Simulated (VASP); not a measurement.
TiAl: single point with PBEsol

The system is TiAl.

```
CELL_PARAMETERS angstrom
2.62716 0.00000 0.00000
-1.31358 2.27519 0.00000
0.00000 0.00000 5.57224
ATOMIC_POSITIONS crystal
Ti 0.00000 0.00000 0.00000
Al 0.33333 0.66667 0.50000
```

This cell differs from its parent crystal: ratio of the length along z to the lengths across it x 1.3, volume and fractional coordinates fixed.

```yaml
Program: VASP 6.6.1
Task: single point
Functional: PBEsol
Potentials_or_basis: VASP PAW PBE potentials, release 64 (Ti_sv, Al)
Cutoff: 520 eV
k_mesh: 21 × 21 × 12
Occupations: gaussian, width 0.15 eV
Spin: no spin polarisation
Dipole_correction: no
Further_INCAR_settings: ALGO = Fast; EDIFF = 1e-07; NBANDS = 14
```

```json
{"Pressure": "2.4 GPa"}
```

Stress tensor (GPa, compression positive):
```
 16.46   0.00   0.00
  0.00  16.46   0.00
  0.00   0.00 -25.67
```

Levels at points of the mesh, in eV from the Fermi level:
```tsv
k point	band 3	band 4	band 5	band 6	band 7	band 8	band 9	band 10	band 11	band 12
(0.00, 0.00, 0.00)	-32.08	-32.08	-9.76	-3.64	-3.63	0.86	1.16	1.16	3.33	3.33
(0.00, 0.00, 0.50)	-32.08	-32.08	-9.41	-5.84	-1.99	1.16	1.16	2.63	3.32	3.32
```

Run time: 4.3 min on 1 thread of Intel(R) Xeon(R) Platinum 8259CL CPU @ 2.50GHz (Skylake/Cascade Lake), with other jobs on the host, peak memory 0.28 GiB.

Caveat: the PAW data sets were made with another functional, which shifts forces and pressure a little.
